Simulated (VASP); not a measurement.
# Zn5Se2S3 in VASP: notebook

Zn5Se2S3 is run at these levels: PBE; tasks: single point.

Everything below comes from runs of VASP 6.6.1. Logs are shortened: lines on timing, memory, paths and dates and some standing lists are left out, and cuts for length are marked.

### Step 1. The cell of the first run

The typed cell holds 10 atoms: a = 3.945 Å, b = 3.945 Å, c = 14.091 Å, α = 98.05°, β = 98.05°, γ = 90.00°.

### Step 2. Single point, PBE

Contents of INCAR:

```
SYSTEM = Zn5Se2S3
PREC = Accurate
ENCUT = 520
EDIFF = 1E-7
ISMEAR = 0
SIGMA = 0.1
LREAL = .FALSE.
LASPH = .TRUE.
NELM = 60
ALGO = Normal
ISIF = 2
LWAVE = .FALSE.
LCHARG = .TRUE.
GGA = PE
LELF = .TRUE.
LVHAR = .TRUE.
NBANDS = 56
```

Contents of KPOINTS:

```
Automatic mesh
0
G
  4 4 4
  0 0 0
```

Contents of POSCAR:

```
Zn5Se2S3
1.0
    0.0001161960     -3.9450510060      0.0000897576
    3.9453786322     -0.0001150739      0.0001922611
   -1.9738144124      1.9726576446     13.8114173366
Zn Se S
5 2 3
Direct
    0.7021235068      0.7020056268      0.4044773949
    0.2978426462      0.2977390742      0.5955112496
    0.8936357297      0.8937016757      0.7869496917
    0.4997452523      0.4998967702     -0.0000124073
    0.1066597498      0.1066779485      0.2130476976
    0.4468082124      0.9466734314      0.8934427978
    0.0531441652      0.5533890830      0.1065924981
    0.2499447289      0.7499397288      0.4999918672
    0.8455808144      0.3457244111      0.6910866132
    0.6545151945      0.1542522503      0.3089125970
```

Potentials or basis: VASP PAW PBE potentials, release 64 (Zn, Se, S).

The run is started by

```sh
cat potpaw_PBE.64/Zn/POTCAR potpaw_PBE.64/Se/POTCAR potpaw_PBE.64/S/POTCAR > POTCAR
mpirun -np 1 vasp_std > vasp.out
```

OUTCAR:

```text
SYSTEM = Zn5Se2S3
   PREC = Accurate
   ENCUT = 520
   EDIFF = 1E-7
   ISMEAR = 0
   LREAL = .FALSE.
   LASPH = .TRUE.
   NELM = 60
   ISIF = 2
   GGA = PE

 ion  position               nearest neighbor table
   1  0.702  0.702  0.404-   8 2.37   8 2.37  10 2.37  10 2.37
   2  0.298  0.298  0.596-   8 2.37   8 2.37   9 2.37   9 2.37
   3  0.894  0.894  0.787-   9 2.38   9 2.38   6 2.46   6 2.46
   4  0.500  0.500  1.000-   6 2.46   7 2.46   6 2.46   7 2.46
   5  0.107  0.107  0.213-  10 2.38  10 2.38   7 2.46   7 2.46
   6  0.447  0.947  0.893-   3 2.46   3 2.46   4 2.46   4 2.46
   7  0.053  0.553  0.107-   5 2.46   5 2.46   4 2.46   4 2.46
   8  0.250  0.750  0.500-   1 2.37   2 2.37   1 2.37   2 2.37
   9  0.846  0.346  0.691-   2 2.37   2 2.37   3 2.38   3 2.38
  10  0.655  0.154  0.309-   1 2.37   1 2.37   5 2.38   5 2.38

  LATTYP: Found a base centered monoclinic cell.
 ALAT       =     5.5795398481
 B/A-ratio  =     4.9507876145
 C/A-ratio  =     1.5810901717
 COS(beta)  =    -0.9486862336

  Lattice vectors:

 A1 = (  -1.9738144124,   1.9726576446,  13.8114173366)
 A2 = (  -1.9716804158,   1.9725084353, -13.8116993553)
 A3 = (   3.9456110242,  -7.8902170859,   0.0003717763)

Analysis of symmetry for initial positions (statically):
=====================================================================
 Subroutine PRICEL returns:
 Original cell was already a primitive cell.

 Routine SETGRP: Setting up the symmetry group for a
 base centered monoclinic supercell.

 Subroutine GETGRP returns: Found  1 space group operations
 (whereof  1 operations were pure point group operations)
 out of a pool of  4 trial point group operations.

The static configuration has the point symmetry C_1 .

Analysis of symmetry for dynamics (positions and initial velocities):
=====================================================================
 Subroutine PRICEL returns:
 Original cell was already a primitive cell.

 Routine SETGRP: Setting up the symmetry group for a
 base centered monoclinic supercell.

 Subroutine GETGRP returns: Found  1 space group operations
 (whereof  1 operations were pure point group operations)
 out of a pool of  4 trial point group operations.

The dynamic configuration has the point symmetry C_1 .

 Subroutine INISYM returns: Found  1 space group operations
 (whereof  1 operations are pure point group operations),
 and found     1 'primitive' translations

----------------------------------------------------------------------------------------

                                     Primitive cell

  volume of cell :     214.9730

  direct lattice vectors                    reciprocal lattice vectors
     0.000116196 -3.945051006  0.000089758    -0.000009157 -0.253481324  0.036202932
     3.945378632 -0.000115074  0.000192261     0.253459333  0.000008289  0.036221144
    -1.973814412  1.972657645 13.811417337    -0.000003528  0.000001647  0.072403126

  length of vectors
     3.945051009  3.945378639 14.090513488     0.256053576  0.256034382  0.072403126

  position of ions in fractional coordinates (direct lattice)
     0.702123507  0.702005627  0.404477395
     0.297842646  0.297739074  0.595511250
     0.893635730  0.893701676  0.786949692
     0.499745252  0.499896770  0.999987593
     0.106659750  0.106677948  0.213047698
     0.446808212  0.946673431  0.893442798
     0.053144165  0.553389083  0.106592498
     0.249944729  0.749939729  0.499991867
     0.845580814  0.345724411  0.691086613
     0.654515195  0.154252250  0.308912597

  ion indices of the primitive-cell ions
   primitive index   ion index
                 1           1
                 2           2
                 3           3
                 4           4
                 5           5
                 6           6
                 7           7
                 8           8
                 9           9
                10          10

----------------------------------------------------------------------------------------

 KPOINTS: Automatic mesh

Automatic generation of k-mesh.
 Grid dimensions read from file:
 generate k-points for:    4    4    4

 Generating k-lattice:

  Cartesian coordinates                     Fractional coordinates (reciprocal lattice)
    -0.000002289 -0.063370331  0.009050733     0.250000000 -0.000000000  0.000000000
     0.063364833  0.000002072  0.009055286    -0.000000000  0.250000000  0.000000000
    -0.000000882  0.000000412  0.018100781    -0.000000000 -0.000000000  0.250000000

  Length of vectors
     0.064013394  0.064008596  0.018100781

  Shift w.r.t. Gamma in fractional coordinates (k-lattice)
     0.000000000  0.000000000  0.000000000

 Subroutine IBZKPT returns following result:
 ===========================================

 Found     36 irreducible k-points:

 Following reciprocal coordinates:
            Coordinates               Weight
  0.000000  0.000000  0.000000      1.000000
  0.250000  0.000000 -0.000000      2.000000
 -0.250000  0.000000  0.250000      2.000000
  0.500000  0.000000 -0.000000      1.000000
  0.500000  0.000000  0.500000      1.000000
  0.000000  0.250000  0.000000      2.000000
[... 16 lines left out ...]
  0.000000 -0.250000  0.500000      2.000000
  0.250000  0.250000  0.250000      2.000000
 [... further k-points ...]
   k-points           NKPTS =     36   k-points in BZ     NKDIM =     36   number of bands    NBANDS=     56
   number of dos      NEDOS =    301   number of ions     NIONS =     10
   total plane-waves  NPLWV =  97200
   dimension x,y,z NGX =    30 NGY =   30 NGZ =  108
   dimension x,y,z NGXF=    60 NGYF=   60 NGZF=  216
   ions per type =               5   2   3
   NGX,Y,Z   is equivalent  to a cutoff of  12.64, 12.64, 12.74 a.u.
   NGXF,Y,Z  is equivalent  to a cutoff of  25.28, 25.28, 25.48 a.u.
 SYSTEM =  Zn5Se2S3
   PREC   = accura    normal or accurate (medium, high low for compatibility)
   ISTART =      0    job   : 0-new  1-cont  2-samecut
   ICHARG =      2    charge: 1-file 2-atom 10-const
   ISPIN  =      1    spin polarized calculation?
   LNONCOLLINEAR =      F non collinear calculations
   LSORBIT =      F    spin-orbit coupling
   LASPH  =      T    aspherical Exc in radial PAW
   ENCUT  =  520.0 eV  38.22 Ry    6.18 a.u.   7.34  7.34 26.20*2*pi/ulx,y,z
   NELM   =     60;   NELMIN=  2; NELMDL= -5     # of ELM steps
   EDIFF  = 0.1E-06   stopping-criterion for ELM
   LREAL  =      F    real-space projection
   EDIFFG = 0.1E-05   stopping-criterion for IOM
   NSW    =      0    number of steps for IOM
   IBRION =     -1    ionic relax: 0-MD 1-quasi-New 2-CG
   NFREE  =      0    steps in history (QN), initial steepest desc. (CG)
   ISIF   =      2    stress and relaxation
   ISYM   =      2    0-nonsym 1-usesym 2-fastsym
   POTIM  = 0.5000    time-step for ionic-motion
   TEBEG  =    0.0;   TEEND  =   0.0 temperature during run
   PSTRESS=    0.0 pullay stress
   NELECT =      90.0000    total number of electrons
   NUPDOWN=      -1.0000    fix difference up-down
   EMIN   =  10.00;   EMAX   =-10.00  energy-range for DOS
   EFERMI =   0.00;   METHOD = LEGACY
   ISMEAR =     0;   SIGMA  =   0.10  broadening in eV -4-tet -1-fermi 0-gaus
   EFERMI_NEDOS =   21; number of points for ismear=-14 and -15
   IALGO  =     38    algorithm
   IMIX   =      4    mixing-type and parameters
     AMIX     =   0.40;   BMIX     =  1.00
     AMIX_MAG =   1.60;   BMIX_MAG =  1.00
  volume/ion in A,a.u.               =      21.50       145.07
  Fermi-wavevector in a.u.,A,eV,Ry     =   1.224694  2.314337 20.407051  1.499876
  Thomas-Fermi vector in A             =   2.359759
   LORBIT       =      0    0 simple, 1 ext, 2 COOP (PROOUT), +10 PAW based schemes
   GGA     = PE    functional components
   LHFCALC =     F    Hartree Fock is set to
   AEXX    =    0.0000 exact exchange contribution
   IVDW    =     0    specifies the selected vdW correction
   LEPSILON=     F    determine dielectric tensor
   LRPA    =     F    only Hartree local field effects (RPA)
 non-spin polarized calculation
 Gauss-broadening in eV      SIGMA  =   0.10
  energy-cutoff  :      520.00
  volume of cell :      214.97
 maximum number of plane-waves:      5852
 NGX is ok and might be reduce to    30
   NGX = 15   NGY = 15   NGZ = 53

 number of electron      89.9999980 magnetization

 Free energy of the ion-electron system (eV)
  ---------------------------------------------------
  ext. energy  EPLUGINS =         0.00000000
  ---------------------------------------------------
  free energy    TOTEN  =       -32.45238811 eV

  energy without entropy =      -32.45238811  energy(sigma->0) =      -32.45238811

 E-fermi :   2.1692     XC(G=0):  -9.3742

 val. band max:        1.7504283267   @ k =   0.0000   0.0000   0.0000
 cond. band min:       3.2927835570   @ k =   0.0000   0.0000   0.0000
 fundamental gap:      1.5423552302
 Fermi energy:         2.1691900775

 k-point     1 :       0.0000    0.0000    0.0000
  band No.  band energies     occupation
      1     -11.3488      2.00000
      2     -11.0046      2.00000
      3     -10.9869      2.00000
      4     -10.3749      2.00000
      5     -10.3356      2.00000
      6      -4.7301      2.00000
[... 48 lines left out ...]
     55       7.8328      0.00000
     56       7.8376      0.00000

 k-point     2 :       0.2500    0.0000   -0.0000
  band No.  band energies     occupation
      1     -11.0804      2.00000
      2     -10.8617      2.00000
      3     -10.7429      2.00000
      4     -10.3845      2.00000
      5     -10.3041      2.00000
      6      -4.6824      2.00000
[... 48 lines left out ...]
     55       8.2239      0.00000
     56       8.2446      0.00000
[... 1237 lines left out ...]
     55       8.2772      0.00000
     56       8.3412      0.00000

 k-point    24 :       0.2500    0.2500    0.2500
  band No.  band energies     occupation
      1     -10.8188      2.00000
      2     -10.7528      2.00000
      3     -10.4464      2.00000
      4     -10.4397      2.00000
      5     -10.2333      2.00000
      6      -4.7086      2.00000
[... 48 lines left out ...]
     55       8.1180      0.00000
     56       8.5651      0.00000

 [... further k-points ...]

------------------------ aborting loop because EDIFF is reached ----------------------------------------

  FORCE on cell =-STRESS in cart. coord.  units (eV):
  Direction    XX          YY          ZZ          XY          YZ          ZX
  --------------------------------------------------------------------------------------
  -------------------------------------------------------------------------------------
  Total        0.2538931      0.2589824      0.2528322      0.0026211      0.0008308      0.0007671
  in kB        1.8922455      1.9301753      1.8843387      0.0195350      0.0061922      0.0057168
  external PRESSURE =       1.9022532 kB  Pullay stress =       0.0000000 kB

 VOLUME and BASIS-vectors are now :
 -----------------------------------------------------------------------------
  energy-cutoff  :      520.00
  volume of cell :      214.97
      direct lattice vectors                 reciprocal lattice vectors
     0.000116196 -3.945051006  0.000089758    -0.000009157 -0.253481324  0.036202932
     3.945378632 -0.000115074  0.000192261     0.253459333  0.000008289  0.036221144
    -1.973814412  1.972657645 13.811417337    -0.000003528  0.000001647  0.072403126

 POSITION                                       TOTAL-FORCE (eV/Angst)
 -----------------------------------------------------------------------------------
      1.97140     -1.97210      5.58660         0.001503     -0.002196      0.006293
     -0.00070     -0.00030      8.22494        -0.001150      0.001882     -0.007431
      1.97280     -1.97316     10.86914        -0.000500      0.001232     -0.020629
     -0.00145      0.00106     13.81139         0.000620     -0.001769      0.002681
      0.00038     -0.00052      2.94252        -0.001316      0.001129      0.021149
      1.97155     -0.00033     12.33993         0.000198     -0.000181      0.010027
      1.97294      0.00055      1.47230        -0.000164      0.000556     -0.014310
      1.97193      0.00018      6.90576         0.000600      0.000334      0.001172
      0.00004     -1.97262      9.54503        -0.001261     -0.000859      0.013395
     -0.00108     -1.97273      4.26661         0.001470     -0.000129     -0.012346
 -----------------------------------------------------------------------------------
    total drift:                               -0.000131      0.000007     -0.000094

  FREE ENERGIE OF THE ION-ELECTRON SYSTEM (eV)
  ---------------------------------------------------
  free  energy   TOTEN  =       -32.4523881119 eV

  energy  without entropy=      -32.4523881118  energy(sigma->0) =      -32.45238811
```

Run time: 12 min. Hardware: 1 thread of Intel Xeon 8259CL, shared host; peak memory 0.51 GiB.

What came out:

```yaml
Free_energy: -32.4524 eV
Pressure: 0.2 GPa
Largest_force: 0.021 eV/Å
Band_gap_on_the_k_mesh: 1.54 eV
```

Forces on the atoms (eV/Å):
```
Zn   0.002 -0.002  0.006
Zn  -0.001  0.002 -0.007
Zn  -0.001  0.001 -0.021
Zn   0.001 -0.002  0.003
Zn  -0.001  0.001  0.021
Se   0.000  0.000  0.010
Se   0.000  0.001 -0.014
S    0.001  0.000  0.001
S   -0.001 -0.001  0.013
S    0.001  0.000 -0.012
```

Levels at points of the mesh, in eV from the valence-band top:
| k point | band 42 | band 43 | band 44 | band 45 | band 46 | band 47 | band 48 | band 49 |
| --- | --- | --- | --- | --- | --- | --- | --- | --- |
| (0.00, 0.00, 0.00) | -0.94 | -0.09 | 0.00 | 0.00 | 1.54 | 3.28 | 3.36 | 3.69 |
| (0.50, 0.00, 0.00) | -1.24 | -0.90 | -0.53 | -0.52 | 2.81 | 3.29 | 3.39 | 4.16 |
| (0.50, 0.00, 0.50) | -1.24 | -0.90 | -0.53 | -0.52 | 2.81 | 3.29 | 3.39 | 4.16 |
| (0.00, 0.50, 0.00) | -1.24 | -0.90 | -0.53 | -0.51 | 2.81 | 3.29 | 3.39 | 4.16 |
| (0.00, 0.50, 0.50) | -1.24 | -0.90 | -0.53 | -0.51 | 2.81 | 3.29 | 3.39 | 4.16 |
| (0.50, 0.50, 0.00) | -2.32 | -2.22 | -2.16 | -2.12 | 3.20 | 3.72 | 3.74 | 3.86 |
| (0.00, 0.00, 0.50) | -0.54 | -0.54 | -0.11 | -0.11 | 2.42 | 2.56 | 3.16 | 3.53 |
| (0.50, 0.50, 0.50) | -2.32 | -2.22 | -2.16 | -2.12 | 3.20 | 3.72 | 3.74 | 3.86 |

[end of part 1 of 2]
